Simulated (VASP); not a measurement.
# Bi3Te2 (P-3m1) in VASP: notebook, part 2 of 3

VASP 6.6.1. Earlier steps stand in the parts before.

### Step 4. Single point, PBE

This run uses another cell than the first one, of 36.16 Å³/atom.

Input file INCAR:

```
SYSTEM = Bi3Te2
  PREC = Accurate
  ENCUT = 520
  EDIFF = 1E-6
  ISMEAR = 0
  SIGMA = 0.1
  LREAL = .False.
  LASPH = .True.
  NELM = 100
  ALGO = Fast
  ISIF = 2
  LWAVE = .False.
  LCHARG = .False.
  GGA = PE
  NBANDS = 36
```

Input file KPOINTS:

```
Automatic mesh
0
Gamma
  6 6 4
  0 0 0
```

Input file POSCAR:

```
Bi3Te2
1.0
    5.6786076908      0.0000000000      0.0000000000
   -2.8393038454      4.9178185183      0.0000000000
    0.0000000000      0.0000000000      6.4744560253
Bi Te
3 2
Direct
    0.0000000000      0.0000000000      0.0000000000
    0.3333333333      0.6666666667      0.7596518750
    0.6666666667      0.3333333333      0.2403481250
    0.3333333333      0.6666666667      0.2320324458
    0.6666666667      0.3333333333      0.7679675542
```

Launch:

```console
cat potpaw_PBE.64/Bi_d/POTCAR potpaw_PBE.64/Te/POTCAR > POTCAR
mpirun -np 1 vasp_std > vasp.out
```

Run time: 85 s. Hardware: 1 thread of Intel Xeon 6975P-C (Granite Rapids), shared host; peak memory 0.35 GiB.

The run converged. Its results:

```
Free energy            : -17.4709 eV
Pressure               : -0.1 GPa
Largest force          : 0.038 eV/Å
Band gap on the k mesh : zero (an odd number of electrons rules out a gap without spin polarisation)
```

Forces on the atoms (eV/Å):
```
Bi   0.000  0.000  0.000
Bi   0.000  0.000 -0.038
Bi   0.000  0.000  0.038
Te   0.000  0.000  0.025
Te   0.000  0.000 -0.025
```

Stress tensor (GPa, compression positive):
```
-0.21  0.00  0.00
 0.00 -0.21  0.00
 0.00  0.00  0.06
```

Levels at points of the mesh, in eV from the Fermi level:
```tsv
k point	band 26	band 27	band 28	band 29	band 30	band 31	band 32	band 33
(0.00, 0.00, 0.00)	-2.95	-2.10	-2.10	-0.41	0.84	0.84	2.62	2.62
(0.50, 0.00, 0.00)	-2.57	-1.05	0.28	0.85	1.11	1.49	2.08	2.57
(0.00, 0.00, 0.50)	-2.49	-2.49	-2.03	-0.49	-0.10	0.07	0.07	1.05
(0.50, 0.00, 0.50)	-1.59	-0.82	-0.57	-0.06	0.72	0.87	1.09	1.17
```

Caveat: spin-orbit coupling is left out, which moves the levels of the heavy elements.

### Step 5. Relaxation of cell and atoms, PBE

Input file INCAR:

```
ALGO = Normal ; EDIFF = 1E-6
EDIFFG = -0.04 ; ENCUT = 600
GGA = PE ; IBRION = 2
ISIF = 3 ; ISMEAR = 0
LASPH = T ; LCHARG = F
LREAL = F ; LWAVE = F
NELM = 80 ; NSW = 90
PREC = Accurate ; SIGMA = 0.1
```

Input file KPOINTS:

```
k-points
0
Gamma
  6 6 2
```

Input file POSCAR:

```
Bi3Te2
1.0
    4.8589504702      0.0000000000      0.0000000000
   -2.4294752351      4.2079745429      0.0000000000
    0.0000000000      0.0000000000      7.5597376605
Bi Te
3 2
Direct
    0.0000000000      0.0000000000      0.0000000000
    0.3333333333      0.6666666667      0.6450000000
    0.6666666667      0.3333333333      0.3550000000
    0.3333333333      0.6666666667      0.2450000000
    0.6666666667      0.3333333333      0.7550000000
```

Potentials or basis: VASP PAW PBE potentials, release 64 (Bi_d, Te).

Launch:

```console
cat potpaw_PBE.64/Bi_d/POTCAR potpaw_PBE.64/Te/POTCAR > POTCAR
mpirun -np 1 vasp_std > vasp.out
```

OUTCAR:

```text
EDIFF = 1E-6
   EDIFFG = -0.04
   ENCUT = 600
   GGA = PE
   IBRION = 2
   ISIF = 3
   ISMEAR = 0
   LASPH = T
   LREAL = F
   NELM = 80
   NSW = 90
   PREC = Accurate

 ion  position               nearest neighbor table
   1  0.000  0.000  0.000-   4 3.36   5 3.36   4 3.36   5 3.36   5 3.36   4 3.36   2 3.88   3 3.88
                             2 3.88   3 3.88   2 3.88   3 3.88
   2  0.333  0.667  0.645-   5 2.93   5 2.93   5 2.93   4 3.02   3 3.56   3 3.56   3 3.56   1 3.88
                             1 3.88   1 3.88
   3  0.667  0.333  0.355-   4 2.93   4 2.93   4 2.93   5 3.02   2 3.56   2 3.56   2 3.56   1 3.88
                             1 3.88   1 3.88
   4  0.333  0.667  0.245-   3 2.93   3 2.93   3 2.93   2 3.02   1 3.36   1 3.36   1 3.36
   5  0.667  0.333  0.755-   2 2.93   2 2.93   2 2.93   3 3.02   1 3.36   1 3.36   1 3.36

  LATTYP: Found a hexagonal cell.
 ALAT       =     4.8589504702
 C/A-ratio  =     1.5558375635

  Lattice vectors:

 A1 = (   4.8589504702,   0.0000000000,   0.0000000000)
 A2 = (  -2.4294752351,   4.2079745429,   0.0000000000)
 A3 = (   0.0000000000,   0.0000000000,   7.5597376605)

Analysis of symmetry for initial positions (statically):
=====================================================================
 Subroutine PRICEL returns:
 Original cell was already a primitive cell.

 Routine SETGRP: Setting up the symmetry group for a
 hexagonal supercell.

 Subroutine GETGRP returns: Found 12 space group operations
 (whereof 12 operations were pure point group operations)
 out of a pool of 24 trial point group operations.

The static configuration has the point symmetry D_3d.

Analysis of symmetry for dynamics (positions and initial velocities):
=====================================================================
 Subroutine PRICEL returns:
 Original cell was already a primitive cell.

 Routine SETGRP: Setting up the symmetry group for a
 hexagonal supercell.

 Subroutine GETGRP returns: Found 12 space group operations
 (whereof 12 operations were pure point group operations)
 out of a pool of 24 trial point group operations.

The dynamic configuration has the point symmetry D_3d.

 Subroutine INISYM returns: Found 12 space group operations
[... 135 lines left out ...]

 Free energy of the ion-electron system (eV)
  ---------------------------------------------------
  ext. energy  EPLUGINS =         0.00000000
  ---------------------------------------------------
  free energy    TOTEN  =       -15.20485937 eV

  energy without entropy =      -15.17857844  energy(sigma->0) =      -15.19171891

------------------------ aborting loop because EDIFF is reached ----------------------------------------

  FORCE on cell =-STRESS in cart. coord.  units (eV):
  Direction    XX          YY          ZZ          XY          YZ          ZX
  --------------------------------------------------------------------------------------
  -------------------------------------------------------------------------------------
  Total       12.4762636     12.4762636      7.6682181      0.0000000      0.0000000     -0.0000000
  in kB      129.3221225    129.3221225     79.4845531      0.0000000      0.0000000     -0.0000000
  external PRESSURE =     112.7095994 kB  Pullay stress =       0.0000000 kB
[... 26 lines left out ...]
--------------------------------------- Ionic step        2  -------------------------------------------

 number of electron      57.0000003 magnetization

 E-fermi :   4.6927     XC(G=0):  -8.5564

 val. band max:        4.6570877601   @ k =   0.1667   0.1667   0.0000
 cond. band min:       4.7084807720   @ k =   0.1667   0.1667   0.5000
 fundamental gap:      0.0513930119
 Fermi energy:         4.6927133927

 k-point     1 :       0.0000    0.0000    0.0000
  band No.  band energies     occupation
      1     -18.6334      2.00000
      2     -18.6232      2.00000
      3     -18.6232      2.00000
      4     -18.6191      2.00000
      5     -18.6102      2.00000
      6     -18.6102      2.00000
[... 578 lines left out ...]
  FREE ENERGIE OF THE ION-ELECTRON SYSTEM (eV)
  ---------------------------------------------------
  free  energy   TOTEN  =       -16.3344285866 eV

  energy  without entropy=      -16.2973079461  energy(sigma->0) =      -16.31586827

[... ionic steps 4 to 45 ...]

--------------------------------------- Ionic step       46  -------------------------------------------

 number of electron      57.0000005 magnetization

------------------------ aborting loop because EDIFF is reached ----------------------------------------
[... 73 lines left out ...]
--------------------------------------- Ionic step       48  -------------------------------------------

 number of electron      57.0000005 magnetization

 Free energy of the ion-electron system (eV)
  ---------------------------------------------------
  ext. energy  EPLUGINS =         0.00000000
  ---------------------------------------------------
  free energy    TOTEN  =       -17.41402034 eV

  energy without entropy =      -17.39792597  energy(sigma->0) =      -17.40597316

 E-fermi :   5.7543     XC(G=0):  -9.0214

 val. band max:        5.7243052692   @ k =   0.3333   0.1667   0.5000
 cond. band min:       5.8040136008   @ k =   0.1667   0.1667   0.5000
 fundamental gap:      0.0797083316
 Fermi energy:         5.7543292642

 k-point     1 :       0.0000    0.0000    0.0000
  band No.  band energies     occupation
      1     -17.3030      2.00000
      2     -17.3030      2.00000
      3     -17.2810      2.00000
      4     -17.2810      2.00000
      5     -17.2703      2.00000
      6     -17.2703      2.00000
[... 539 lines left out ...]
  FREE ENERGIE OF THE ION-ELECTRON SYSTEM (eV)
  ---------------------------------------------------
  free  energy   TOTEN  =       -17.4140203420 eV

  energy  without entropy=      -17.3979259696  energy(sigma->0) =      -17.40597316

 reached required accuracy - stopping structural energy minimisation
```

OSZICAR:

```text
N       E                     dE             d eps       ncg     rms          rms(c)
DAV:   1     0.642299776380E+03    0.64230E+03   -0.29665E+04   952   0.199E+03
DAV:   2     0.622130217078E+02   -0.58009E+03   -0.57277E+03   960   0.518E+02
DAV:   3    -0.114505833374E+02   -0.73664E+02   -0.72541E+02  1194   0.192E+02
[... 466 lines left out ...]
DAV:   1    -0.174141487186E+02   -0.31088E-03   -0.21518E-02  1206   0.102E+00    0.672E-02
DAV:   2    -0.174140511007E+02    0.97618E-04   -0.60274E-04  1126   0.219E-01    0.304E-02
DAV:   3    -0.174140220161E+02    0.29085E-04   -0.12159E-04  1216   0.113E-01    0.441E-03
DAV:   4    -0.174140206446E+02    0.13714E-05   -0.45320E-06   946   0.157E-02    0.637E-03
DAV:   5    -0.174140203420E+02    0.30260E-06   -0.31758E-07   484   0.485E-03
  48 F= -.17414020E+02 E0= -.17405973E+02  d E =-.182424E-03
```

Run time: 27 min. Hardware: 1 thread of Intel Xeon 6975P-C (Granite Rapids), shared host; peak memory 0.35 GiB.

What came out:

* Free energy: -17.4140 eV
* Relaxed volume: 36.63 Å³/atom
* Relaxed cell: a = 5.566 Å, b = 5.566 Å, c = 6.827 Å, α = 90.00°, β = 90.00°, γ = 120.00°
* Space group after relaxing (to 0.1 Å): P-3m1 (No. 164)
* Energy gained by relaxing: 441.8 meV/atom
* Ionic steps: 48
* Pressure after relaxing: 0.1 GPa
* Largest force after relaxing: 0.032 eV/Å
* Band gap on the k mesh: zero (an odd number of electrons rules out a gap without spin polarisation)

Forces on the atoms (eV/Å):
```
Bi   0.000  0.000  0.000
Bi   0.000  0.000 -0.020
Bi   0.000  0.000  0.020
Te   0.000  0.000  0.032
Te   0.000  0.000 -0.032
```

Stress tensor (GPa, compression positive):
```
0.06 0.00 0.00
0.00 0.06 0.00
0.00 0.00 0.14
```

Step by step:
```tsv
step	energy change (eV)	largest force (eV/Å)	pressure (GPa)	volume (Å³)
1	0.0000	1.8800	11.27	154.57
3	-1.1296	0.5558	-0.53	187.75
5	-1.4337	0.5617	-0.26	179.92
7	-1.5925	0.8478	0.67	173.50
9	-1.6661	0.8788	0.80	171.82
11	-1.6161	0.7944	0.29	176.47
13	-1.8888	0.5485	-0.24	174.43
15	-1.9507	0.3436	-0.07	174.93
17	-1.9990	0.2726	0.46	173.91
19	-2.0476	0.0714	2.74	169.37
21	-2.0666	0.1632	1.91	171.07
23	-2.1094	0.1861	1.43	173.05
25	-2.1498	0.2804	-0.37	181.05
27	-2.1595	0.2692	0.18	178.52
29	-2.1727	0.2507	0.08	178.99
31	-2.1743	0.1387	-0.18	181.08
33	-2.1942	0.1452	0.02	180.00
35	-2.1999	0.0813	0.29	179.85
37	-2.2023	0.1101	-0.10	181.78
39	-2.2062	0.0527	0.04	182.22
41	-2.2071	0.0518	0.13	182.54
43	-2.2084	0.0487	-0.06	183.65
45	-2.2089	0.0440	0.02	183.33
47	-2.2090	0.0407	0.09	183.07
48	-2.2092	0.0321	0.09	183.17
```

Final structure:
```cif
data_structure
_symmetry_space_group_name_H-M 'P 1'
_symmetry_Int_Tables_number 1
_cell_length_a 5.5661
_cell_length_b 5.5661
_cell_length_c 6.8267
_cell_angle_alpha 90.000
_cell_angle_beta 90.000
_cell_angle_gamma 120.000
_cell_volume 183.17
loop_
_atom_site_label
_atom_site_type_symbol
_atom_site_fract_x
_atom_site_fract_y
_atom_site_fract_z
_atom_site_occupancy
Bi1 Bi 0.00000 0.00000 0.00000 1
Bi2 Bi 0.33333 0.66667 0.75271 1
Bi3 Bi 0.66667 0.33333 0.24729 1
Te1 Te 0.33333 0.66667 0.20977 1
Te2 Te 0.66667 0.33333 0.79023 1
```

Levels at points of the mesh, in eV from the Fermi level:
```
           k point  band 27  band 28  band 29  band 30  band 31  band 32
(0.00, 0.00, 0.00)    -2.10    -2.10    -0.47     0.80     0.80     2.00
(0.50, 0.00, 0.00)    -0.70     0.49     1.28     1.40     1.53     2.35
(0.00, 0.00, 0.50)    -2.36    -1.83    -0.62    -0.15     0.35     0.35
(0.50, 0.00, 0.50)    -0.66    -0.59     0.32     0.89     1.35     1.38
```

Caveat: the k points lie up to 0.46 Å⁻¹ apart in the final cell, too coarse for converged energies and pressures of a metal; the volume moved by over 15 % at a fixed basis, so the end points are rough; spin-orbit coupling is left out, which moves the levels of the heavy elements; this functional lacks dispersion, which binds layers or chains, so the pressure and a relaxed spacing across them are unreliable.

### Step 6. Relaxation of cell and atoms, PBE

This run uses another cell than the first one, of 36.44 Å³/atom.

Input file INCAR:

```
ALGO = Fast
EDIFF = 1E-7
EDIFFG = -0.04
ENCUT = 600
GGA = PE
IBRION = 2
ISIF = 3
ISMEAR = 0
LASPH = True
LCHARG = False
LREAL = False
LWAVE = False
NELM = 60
NSW = 90
PREC = Accurate
SIGMA = 0.1
```

Input file KPOINTS:

```
k-points
0
Gamma
  6 6 4
```

Input file POSCAR:

```
Bi3Te2
1.0
    5.5456020619      0.0000000000      0.0000000000
   -2.7728010309      4.8026322649      0.0000000000
    0.0000000000      0.0000000000      6.8416798603
Bi Te
3 2
Direct
    0.0000000000      0.0000000000      0.0000000000
    0.3333333333      0.6666666667      0.7497904594
    0.6666666667      0.3333333333      0.2502095406
    0.3333333333      0.6666666667      0.2112579565
    0.6666666667      0.3333333333      0.7887420435
```

Potentials or basis: VASP PAW PBE potentials, release 64 (Bi_d, Te).

Launch:

```console
cat potpaw_PBE.64/Bi_d/POTCAR potpaw_PBE.64/Te/POTCAR > POTCAR
mpirun -np 1 vasp_std > vasp.out
```

OUTCAR:

```text
EDIFF = 1E-7
   EDIFFG = -0.04
   ENCUT = 600
   GGA = PE
   IBRION = 2
   ISIF = 3
   ISMEAR = 0
   LASPH = True
   LREAL = False
   NELM = 60
   NSW = 90
   PREC = Accurate

 ion  position               nearest neighbor table
   1  0.000  0.000  0.000-   4 3.51   5 3.51   4 3.51   5 3.51   5 3.51   4 3.51   2 3.63   3 3.63
                             2 3.63   3 3.63   2 3.63   3 3.63
   2  0.333  0.667  0.750-   4 3.16   5 3.21   5 3.21   5 3.21   1 3.63   1 3.63   1 3.63   4 3.68

   3  0.667  0.333  0.250-   5 3.16   4 3.21   4 3.21   4 3.21   1 3.63   1 3.63   1 3.63   5 3.68

   4  0.333  0.667  0.211-   2 3.16   3 3.21   3 3.21   3 3.21   1 3.51   1 3.51   1 3.51   2 3.68

   5  0.667  0.333  0.789-   3 3.16   2 3.21   2 3.21   2 3.21   1 3.51   1 3.51   1 3.51   3 3.68

  LATTYP: Found a hexagonal cell.
 ALAT       =     5.5456020619
 C/A-ratio  =     1.2337127302

  Lattice vectors:

 A1 = (   5.5456020619,   0.0000000000,   0.0000000000)
 A2 = (  -2.7728010309,   4.8026322649,   0.0000000000)
 A3 = (   0.0000000000,   0.0000000000,   6.8416798603)

Analysis of symmetry for initial positions (statically):
=====================================================================
 Subroutine PRICEL returns:
 Original cell was already a primitive cell.

 Routine SETGRP: Setting up the symmetry group for a
[... 179 lines left out ...]

  FORCE on cell =-STRESS in cart. coord.  units (eV):
  Direction    XX          YY          ZZ          XY          YZ          ZX
  --------------------------------------------------------------------------------------
  -------------------------------------------------------------------------------------
  Total        2.1794884      2.1794884     -3.2177856      0.0000000      0.0000000     -0.0000000
  in kB       19.1634793     19.1634793    -28.2928634      0.0000000      0.0000000     -0.0000000
  external PRESSURE =       3.3446984 kB  Pullay stress =       0.0000000 kB
[... 98 lines left out ...]
  FREE ENERGIE OF THE ION-ELECTRON SYSTEM (eV)
  ---------------------------------------------------
  free  energy   TOTEN  =       -17.4262127132 eV

  energy  without entropy=      -17.4164684216  energy(sigma->0) =      -17.42134057

[... ionic steps 4 to 15 ...]

--------------------------------------- Ionic step       16  -------------------------------------------

 number of electron      57.0000009 magnetization

------------------------ aborting loop because EDIFF is reached ----------------------------------------
[... 73 lines left out ...]
--------------------------------------- Ionic step       18  -------------------------------------------

 number of electron      57.0000009 magnetization

 Free energy of the ion-electron system (eV)
  ---------------------------------------------------
  ext. energy  EPLUGINS =         0.00000000
  ---------------------------------------------------
  free energy    TOTEN  =       -17.47089008 eV

  energy without entropy =      -17.46178620  energy(sigma->0) =      -17.46633814

 E-fermi :   6.0423     XC(G=0):  -9.1149

 val. band max:        5.9900439136   @ k =   0.5000   0.0000   0.5000
 cond. band min:       6.0667619979   @ k =   0.3333   0.1667   0.5000
 fundamental gap:      0.0767180843
 Fermi energy:         6.0422660611

 k-point     1 :       0.0000    0.0000    0.0000
  band No.  band energies     occupation
      1     -17.1248      2.00000
      2     -17.1248      2.00000
      3     -17.1238      2.00000
      4     -17.1141      2.00000
      5     -17.1084      2.00000
      6     -17.1084      2.00000
[... 909 lines left out ...]
  FREE ENERGIE OF THE ION-ELECTRON SYSTEM (eV)
  ---------------------------------------------------
  free  energy   TOTEN  =       -17.4708900831 eV

  energy  without entropy=      -17.4617861966  energy(sigma->0) =      -17.46633814

 reached required accuracy - stopping structural energy minimisation
```

OSZICAR:

```text
N       E                     dE             d eps       ncg     rms          rms(c)
DAV:   1     0.618228075115E+03    0.61823E+03   -0.29177E+04  1632   0.188E+03
DAV:   2     0.543460272699E+02   -0.56388E+03   -0.55656E+03  1698   0.486E+02
DAV:   3    -0.137169792688E+02   -0.68063E+02   -0.66945E+02  1988   0.183E+02
DAV:   4    -0.171897600384E+02   -0.34728E+01   -0.34417E+01  1774   0.412E+01
[... 215 lines left out ...]
DAV:   1    -0.174708877976E+02   -0.12889E-03   -0.33919E-03  1666   0.263E-01    0.173E-02
RMM:   2    -0.174708908945E+02   -0.30969E-05   -0.12159E-04  1724   0.711E-02    0.828E-03
RMM:   3    -0.174708898757E+02    0.10188E-05   -0.28676E-05  2046   0.347E-02    0.309E-03
RMM:   4    -0.174708900670E+02   -0.19130E-06   -0.62780E-06  2049   0.143E-02    0.198E-03
RMM:   5    -0.174708900831E+02   -0.16134E-07   -0.82569E-07  1456   0.613E-03
  18 F= -.17470890E+02 E0= -.17466338E+02  d E =-.131179E-03
```

Run time: 26 min. Hardware: 1 thread of Intel Xeon 6975P-C (Granite Rapids), shared host; peak memory 0.45 GiB.

What came out:

| Quantity | Value |
| --- | --- |
| Free energy | -17.4709 eV |
| Relaxed volume | 36.07 Å³/atom |
| Relaxed cell | a = 5.668 Å, b = 5.668 Å, c = 6.483 Å, α = 90.00°, β = 90.00°, γ = 120.00° |
| Space group after relaxing (to 0.1 Å) | P-3m1 (No. 164) |
| Energy gained by relaxing | 38.2 meV/atom |
| Ionic steps | 18 |
| Pressure after relaxing | 0.0 GPa |
| Largest force after relaxing | 0.037 eV/Å |
| Band gap on the k mesh | zero (an odd number of electrons rules out a gap without spin polarisation) |

Forces in eV/Å, atoms in the order of the input:
```
Bi   0.000  0.000  0.000
Bi   0.000  0.000 -0.011
Bi   0.000  0.000  0.011
Te   0.000  0.000  0.037
Te   0.000  0.000 -0.037
```

The path:
```csv
step,energy change (eV),largest force (eV/Å),pressure (GPa),volume (Å³)
1,0.0000,0.1636,0.33,182.22
2,-0.1390,0.2119,-0.41,184.06
3,-0.1462,0.2608,-0.51,184.42
4,-0.1465,0.2745,-0.53,184.50
5,-0.1585,0.3254,0.13,181.32
6,-0.1592,0.3412,0.35,180.34
7,-0.1690,0.2691,0.33,179.86
8,-0.1837,0.0701,0.32,178.42
9,-0.1840,0.0800,0.33,178.17
10,-0.1860,0.1063,-0.14,180.02
11,-0.1861,0.1035,-0.07,179.74
12,-0.1872,0.0824,-0.05,179.80
13,-0.1891,0.0477,0.00,179.96
14,-0.1893,0.0597,0.03,180.03
15,-0.1901,0.0536,0.02,180.14
16,-0.1907,0.0448,0.00,180.31
17,-0.1907,0.0418,0.00,180.37
18,-0.1908,0.0370,-0.01,180.37
```

Final structure:
```
Bi Te
1.0
     5.66792    0.00000    0.00000
    -2.83396    4.90856    0.00000
     0.00000    0.00000    6.48311
Bi Te
3 2
Direct
  0.00000 0.00000 0.00000
  0.33333 0.66667 0.75733
  0.66667 0.33333 0.24267
  0.33333 0.66667 0.22976
  0.66667 0.33333 0.77024
```

Caveat: spin-orbit coupling is left out, which moves the levels of the heavy elements.

[end of part 2 of 3]

The gap in the log of VASP goes by the Fermi energy; the results here count the filled bands.